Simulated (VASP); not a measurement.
# SiGe2 (Fddd) in VASP: single point with r2SCAN

Aim: the single point of SiGe2 with r2SCAN.

Program: VASP 6.6.1. These are calculated values, not measurements. Logs are shortened: lines on timing, memory, paths and dates and some standing lists are left out, and cuts for length are marked.

## 1. The cell of the first run

It takes space group Fddd (No. 70, orthorhombic). Conventional cell: a = 4.613 Å, b = 7.899 Å, c = 8.023 Å, α = 90.00°, β = 90.00°, γ = 90.00°. Si (site symmetry 222) has 10 Ge at 2.40 to 2.66 Å and 4 Si at 3.04 Å within 3.2 Å. Within 3.2 Å of Ge (site symmetry 2) lie 5 Si at 2.40 to 2.66 Å and 9 Ge at 2.41 to 3.04 Å.

## 2. Single point, r2SCAN

Input file POSCAR:

```
SiGe2
1.0
    0.0000000000      4.0114586679      3.9496165559
    2.3062920652      0.0000000000      3.9496165559
    2.3062920652      4.0114586679      0.0000000000
Si Ge
2 4
Direct
    0.0000000000      0.0000000000      0.0000000000
    0.2500000000      0.2500000000      0.2500000000
    0.6678956264      0.6678956264      0.3321043736
    0.3321043736      0.3321043736      0.6678956264
    0.5821043736      0.5821043736      0.9178956264
    0.9178956264      0.9178956264      0.5821043736
```

Input file INCAR.step1:

```
SYSTEM = SiGe2
PREC     = Accurate       ! precision mode
ENCUT    = 520            ! plane-wave cutoff, eV
ISMEAR   = 0              ! smearing method
SIGMA    = 0.1            ! smearing width, eV
LREAL    = .False.        ! projectors in reciprocal space
LASPH    = .True.         ! aspherical terms in the spheres
NELM     = 100            ! most SCF steps
NBANDS   = 41             ! bands
GGA      = PE             ! functional
ALGO     = Normal         ! electronic algorithm
EDIFF    = 1E-4           ! SCF threshold, eV
LWAVE    = .True.         ! write WAVECAR
LCHARG   = .False.        ! write CHGCAR
```

Input file INCAR.step2:

```
SYSTEM = SiGe2
PREC     = Accurate       ! precision mode
ENCUT    = 520            ! plane-wave cutoff, eV
EDIFF    = 1E-6           ! SCF threshold, eV
ISMEAR   = 0              ! smearing method
SIGMA    = 0.1            ! smearing width, eV
LREAL    = .False.        ! projectors in reciprocal space
LASPH    = .True.         ! aspherical terms in the spheres
NELM     = 100            ! most SCF steps
ALGO     = Normal         ! electronic algorithm
ISIF     = 2              ! what is computed and relaxed
LWAVE    = .False.        ! write WAVECAR
LCHARG   = .True.         ! write CHGCAR
METAGGA  = R2SCAN         ! meta-GGA
LMIXTAU  = .True.       
LELF     = .True.         ! ELF
LVHAR    = .True.       
NBANDS   = 41             ! bands
ISTART   = 1
```

Input file KPOINTS:

```
regular mesh
0
Gamma
  6 6 6
  0 0 0
```

Potentials or basis: VASP PAW PBE potentials, release 64 (Si, Ge_d).

Launch:

```console
cat potpaw_PBE.64/Si/POTCAR potpaw_PBE.64/Ge_d/POTCAR > POTCAR
cp INCAR.step1 INCAR
mpirun -np 1 vasp_std > vasp.out
cp INCAR.step2 INCAR
mpirun -np 1 vasp_std > vasp.out
```

OUTCAR:

```text
SYSTEM = SiGe2
   PREC = Accurate
   ENCUT = 520
   EDIFF = 1E-6
   ISMEAR = 0
   LREAL = .False.
   LASPH = .True.
   NELM = 100
   ISIF = 2
   METAGGA = R2SCAN
   ISTART = 1

 ion  position               nearest neighbor table
   1  0.000  0.000  0.000-   5 2.40   5 2.40   6 2.40   6 2.40   4 2.62   3 2.62   3 2.66   3 2.66
                             4 2.66   4 2.66   2 3.04   2 3.04   2 3.04   2 3.04
   2  0.250  0.250  0.250-   4 2.40   4 2.40   3 2.40   3 2.40   6 2.62   5 2.62   6 2.66   5 2.66
                             5 2.66   6 2.66   1 3.04   1 3.04   1 3.04   1 3.04
   3  0.668  0.668  0.332-   2 2.40   2 2.40   5 2.41   5 2.41   1 2.62   4 2.65   4 2.65   4 2.65
                             1 2.66   1 2.66
   4  0.332  0.332  0.668-   2 2.40   2 2.40   6 2.41   6 2.41   1 2.62   3 2.65   3 2.65   3 2.65
                             1 2.66   1 2.66
   5  0.582  0.582  0.918-   1 2.40   1 2.40   3 2.41   3 2.41   2 2.62   6 2.65   6 2.65   6 2.65
                             2 2.66   2 2.66
   6  0.918  0.918  0.582-   1 2.40   1 2.40   4 2.41   4 2.41   2 2.62   5 2.65   5 2.65   5 2.65
                             2 2.66   2 2.66

  LATTYP: Found a face centered orthorhombic cell.
 ALAT       =     4.6125841304
 B/A-ratio  =     1.7125396282
 C/A-ratio  =     1.7393541470

  Lattice vectors:

 A1 = (   0.0000000000,   4.0114586679,   3.9496165559)
 A2 = (  -2.3062920652,   4.0114586679,   0.0000000000)
 A3 = (  -2.3062920652,   0.0000000000,   3.9496165559)

Analysis of symmetry for initial positions (statically):
=====================================================================
 Subroutine PRICEL returns:
 Original cell was already a primitive cell.

 Routine SETGRP: Setting up the symmetry group for a
 face centered orthorhombic supercell.

 Subroutine GETGRP returns: Found  8 space group operations
 (whereof  4 operations were pure point group operations)
 out of a pool of  8 trial point group operations.

The static configuration has the point symmetry D_2 .
 The point group associated with its full space group is D_2h.

Analysis of symmetry for dynamics (positions and initial velocities):
=====================================================================
 Subroutine PRICEL returns:
 Original cell was already a primitive cell.

 Routine SETGRP: Setting up the symmetry group for a
 face centered orthorhombic supercell.

 Subroutine GETGRP returns: Found  8 space group operations
 (whereof  4 operations were pure point group operations)
 out of a pool of  8 trial point group operations.

The dynamic configuration has the point symmetry D_2 .
 The point group associated with its full space group is D_2h.

 Subroutine INISYM returns: Found  8 space group operations
 (whereof  4 operations are pure point group operations),
 and found     1 'primitive' translations

----------------------------------------------------------------------------------------

                                     Primitive cell

  volume of cell :      73.0805

  direct lattice vectors                    reciprocal lattice vectors
     0.000000000  4.011458668  3.949616556    -0.216798214  0.124642939  0.126594568
     2.306292065  0.000000000  3.949616556     0.216798214 -0.124642939  0.126594568
     2.306292065  4.011458668  0.000000000     0.216798214  0.124642939 -0.126594568

  length of vectors
     5.629500118  4.573669646  4.627178809     0.280291834  0.280291834  0.280291834

  position of ions in fractional coordinates (direct lattice)
     0.000000000  0.000000000  0.000000000
     0.250000000  0.250000000  0.250000000
     0.667895626  0.667895626  0.332104374
     0.332104374  0.332104374  0.667895626
     0.582104374  0.582104374  0.917895626
     0.917895626  0.917895626  0.582104374

  ion indices of the primitive-cell ions
   primitive index   ion index
                 1           1
                 2           2
                 3           3
                 4           4
                 5           5
                 6           6

----------------------------------------------------------------------------------------

 KPOINTS: regular mesh

Automatic generation of k-mesh.
 Grid dimensions read from file:
 generate k-points for:    6    6    6

 Generating k-lattice:

  Cartesian coordinates                     Fractional coordinates (reciprocal lattice)
    -0.036133036  0.020773823  0.021099095     0.166666667  0.000000000  0.000000000
     0.036133036 -0.020773823  0.021099095     0.000000000  0.166666667 -0.000000000
     0.036133036  0.020773823 -0.021099095    -0.000000000 -0.000000000  0.166666667

  Length of vectors
     0.046715306  0.046715306  0.046715306

  Shift w.r.t. Gamma in fractional coordinates (k-lattice)
     0.000000000  0.000000000  0.000000000

 Subroutine IBZKPT returns following result:
 ===========================================

 Found     46 irreducible k-points:

 Following reciprocal coordinates:
            Coordinates               Weight
  0.000000  0.000000  0.000000      1.000000
  0.166667  0.000000 -0.000000      8.000000
  0.333333 -0.000000 -0.000000      8.000000
  0.500000 -0.000000 -0.000000      4.000000
  0.166667  0.166667  0.000000      2.000000
  0.333333  0.166667 -0.000000      8.000000
[... 16 lines left out ...]
 -0.166667  0.166667  0.166667      8.000000
  0.500000  0.333333  0.166667      4.000000
 [... further k-points ...]
   k-points           NKPTS =     46   k-points in BZ     NKDIM =     46   number of bands    NBANDS=     41
   number of dos      NEDOS =    301   number of ions     NIONS =      6
   total plane-waves  NPLWV =  54432
   dimension x,y,z NGX =    42 NGY =   36 NGZ =   36
   dimension x,y,z NGXF=    84 NGYF=   72 NGZF=   72
   ions per type =               2   4
   NGX,Y,Z   is equivalent  to a cutoff of  12.40, 13.09, 12.93 a.u.
   NGXF,Y,Z  is equivalent  to a cutoff of  24.81, 26.17, 25.87 a.u.
 SYSTEM =  SiGe2
   PREC   = accura    normal or accurate (medium, high low for compatibility)
   ISTART =      1    job   : 0-new  1-cont  2-samecut
   ICHARG =      0    charge: 1-file 2-atom 10-const
   ISPIN  =      1    spin polarized calculation?
   LNONCOLLINEAR =      F non collinear calculations
   LSORBIT =      F    spin-orbit coupling
   LASPH  =      T    aspherical Exc in radial PAW
   ENCUT  =  520.0 eV  38.22 Ry    6.18 a.u.  10.47  8.50  8.60*2*pi/ulx,y,z
   NELM   =    100;   NELMIN=  2; NELMDL=  0     # of ELM steps
   EDIFF  = 0.1E-05   stopping-criterion for ELM
   LREAL  =      F    real-space projection
   EDIFFG = 0.1E-04   stopping-criterion for IOM
   NSW    =      0    number of steps for IOM
   IBRION =     -1    ionic relax: 0-MD 1-quasi-New 2-CG
   NFREE  =      0    steps in history (QN), initial steepest desc. (CG)
   ISIF   =      2    stress and relaxation
   ISYM   =      2    0-nonsym 1-usesym 2-fastsym
   POTIM  = 0.5000    time-step for ionic-motion
   TEBEG  =    0.0;   TEEND  =   0.0 temperature during run
   PSTRESS=    0.0 pullay stress
   NELECT =      64.0000    total number of electrons
   NUPDOWN=      -1.0000    fix difference up-down
   EMIN   =  10.00;   EMAX   =-10.00  energy-range for DOS
   EFERMI =   0.00;   METHOD = LEGACY
   ISMEAR =     0;   SIGMA  =   0.10  broadening in eV -4-tet -1-fermi 0-gaus
   EFERMI_NEDOS =   21; number of points for ismear=-14 and -15
   IALGO  =     38    algorithm
   IMIX   =      4    mixing-type and parameters
     AMIX     =   0.40;   BMIX     =  1.00
     AMIX_MAG =   1.60;   BMIX_MAG =  1.00
  volume/ion in A,a.u.               =      12.18        82.20
  Fermi-wavevector in a.u.,A,eV,Ry     =   1.566274  2.959828 33.377990  2.453213
  Thomas-Fermi vector in A             =   2.668626
   LORBIT       =      0    0 simple, 1 ext, 2 COOP (PROOUT), +10 PAW based schemes
   METAGGA = R2SCAN    functional components
   LHFCALC =     F    Hartree Fock is set to
   AEXX    =    0.0000 exact exchange contribution
   IVDW    =     0    specifies the selected vdW correction
   LEPSILON=     F    determine dielectric tensor
   LRPA    =     F    only Hartree local field effects (RPA)
 non-spin polarized calculation
 Gauss-broadening in eV      SIGMA  =   0.10
  energy-cutoff  :      520.00
  volume of cell :       73.08
 maximum number of plane-waves:      1997
 NGX is ok and might be reduce to    42
   NGX = 21   NGY = 17   NGZ = 17

 number of electron      63.9999997 magnetization

 Free energy of the ion-electron system (eV)
  ---------------------------------------------------
  ext. energy  EPLUGINS =         0.00000000
  ---------------------------------------------------
  free energy    TOTEN  =       -63.99814512 eV

  energy without entropy =      -63.98853223  energy(sigma->0) =      -63.99333868

 E-fermi :  12.7082     XC(G=0): -14.4146

 val. band max:       12.6765210358   @ k =   0.5000   0.1667  -0.0000
 cond. band min:      12.7154380965   @ k =   0.3333  -0.1667   0.1667
 fundamental gap:      0.0389170607
 Fermi energy:        12.7082036347

 k-point     1 :       0.0000    0.0000    0.0000
  band No.  band energies     occupation
      1     -13.5668      2.00000
      2     -13.5107      2.00000
      3     -13.5056      2.00000
      4     -13.4008      2.00000
      5     -13.3754      2.00000
      6     -13.3530      2.00000
[... 33 lines left out ...]
     40      24.1042      0.00000
     41      24.4256      0.00000

 k-point     2 :       0.1667    0.0000   -0.0000
  band No.  band energies     occupation
      1     -13.5633      2.00000
      2     -13.5195      2.00000
      3     -13.4946      2.00000
      4     -13.4111      2.00000
      5     -13.3821      2.00000
      6     -13.3776      2.00000
[... 33 lines left out ...]
     40      21.2938      0.00000
     41      22.0441      0.00000

 k-point     3 :       0.3333   -0.0000   -0.0000
  band No.  band energies     occupation
      1     -13.5464      2.00000
      2     -13.5301      2.00000
      3     -13.4774      2.00000
      4     -13.4401      2.00000
      5     -13.4247      2.00000
      6     -13.3871      2.00000
[... 33 lines left out ...]
     40      19.4671      0.00000
     41      19.9806      0.00000

 k-point     4 :       0.5000   -0.0000   -0.0000
  band No.  band energies     occupation
      1     -13.5340      2.00000
      2     -13.5224      2.00000
      3     -13.4916      2.00000
      4     -13.4599      2.00000
      5     -13.4254      2.00000
      6     -13.3936      2.00000
[... 825 lines left out ...]
     40      18.6876      0.00000
     41      19.7755      0.00000

 k-point    23 :      -0.1667    0.1667    0.1667
  band No.  band energies     occupation
      1     -13.5568      2.00000
      2     -13.5263      2.00000
      3     -13.4795      2.00000
      4     -13.4364      2.00000
      5     -13.4124      2.00000
      6     -13.3971      2.00000
[... 33 lines left out ...]
     40      18.8000      0.00000
     41      19.6449      0.00000

 k-point    24 :       0.5000    0.3333    0.1667
  band No.  band energies     occupation
      1     -13.5639      2.00000
      2     -13.5282      2.00000
      3     -13.4661      2.00000
      4     -13.4191      2.00000
      5     -13.4062      2.00000
      6     -13.3961      2.00000
[... 33 lines left out ...]
     40      19.3073      0.00000
     41      19.7329      0.00000

 [... further k-points ...]

------------------------ aborting loop because EDIFF is reached ----------------------------------------

  FORCE on cell =-STRESS in cart. coord.  units (eV):
  Direction    XX          YY          ZZ          XY          YZ          ZX
  --------------------------------------------------------------------------------------
  -------------------------------------------------------------------------------------
  Total       28.8139062     34.7231103     22.5491896      0.0000000      0.0000000      0.0000000
  in kB      631.7004168    761.2505959    494.3561756      0.0000000      0.0000000      0.0000000
  external PRESSURE =     629.1023961 kB  Pullay stress =       0.0000000 kB

 VOLUME and BASIS-vectors are now :
 -----------------------------------------------------------------------------
  energy-cutoff  :      520.00
  volume of cell :       73.08
      direct lattice vectors                 reciprocal lattice vectors
     0.000000000  4.011458668  3.949616556    -0.216798214  0.124642939  0.126594568
     2.306292065  0.000000000  3.949616556     0.216798214 -0.124642939  0.126594568
     2.306292065  4.011458668  0.000000000     0.216798214  0.124642939 -0.126594568

 POSITION                                       TOTAL-FORCE (eV/Angst)
 -----------------------------------------------------------------------------------
      0.00000      0.00000      0.00000         0.000000      0.000000      0.000000
      1.15315      2.00573      1.97481        -0.000000     -0.000000      0.000000
      2.30629      4.01146      5.27586        -0.000000     -0.000000      0.276286
      2.30629      4.01146      2.62337        -0.000000     -0.000000     -0.276286
      3.45944      6.01719      4.59818         0.000000      0.000000     -0.276286
      3.45944      6.01719      7.25067         0.000000      0.000000      0.276286
 -----------------------------------------------------------------------------------
    total drift:                               -0.000000     -0.000000      0.000000

  FREE ENERGIE OF THE ION-ELECTRON SYSTEM (eV)
  ---------------------------------------------------
  free  energy   TOTEN  =       -63.9981451216 eV

  energy  without entropy=      -63.9885322308  energy(sigma->0) =      -63.99333868
```

Wall time 3.6 min (1 thread of Intel Xeon 6975P-C (Granite Rapids), shared host); peak memory 0.3 GiB.

Results:

```
Free energy            : -63.9981 eV
Pressure               : 62.9 GPa
Largest force          : 0.276 eV/Å
Band gap on the k mesh : zero (band 32 reaches 16.57 eV, above the bottom of band 33 at 7.77 eV)
```

Forces in eV/Å, atoms in the order of the input:
```
Si   0.000  0.000  0.000
Si   0.000  0.000  0.000
Ge   0.000  0.000  0.276
Ge   0.000  0.000 -0.276
Ge   0.000  0.000 -0.276
Ge   0.000  0.000  0.276
```

Levels at points of the mesh, in eV from the Fermi level:
```csv
k point,band 29,band 30,band 31,band 32,band 33,band 34,band 35,band 36
"(0.00, 0.00, 0.00)",-5.93,-5.84,-5.45,-5.12,-4.94,1.45,1.66,1.87
"(0.50, 0.00, 0.00)",-1.27,-0.89,-0.47,-0.37,0.50,0.92,2.84,3.61
"(0.50, 0.50, 0.00)",-5.48,-5.48,1.26,1.26,1.68,1.68,1.86,1.86
"(0.50, 0.00, 0.50)",-5.56,-5.56,1.10,1.10,1.54,1.54,1.57,1.57
"(0.00, 0.50, 0.50)",-1.02,-1.02,-0.93,-0.93,-0.43,-0.43,5.44,5.44
```

Caveat: the PAW data sets were made with another functional, which shifts forces and pressure a little.
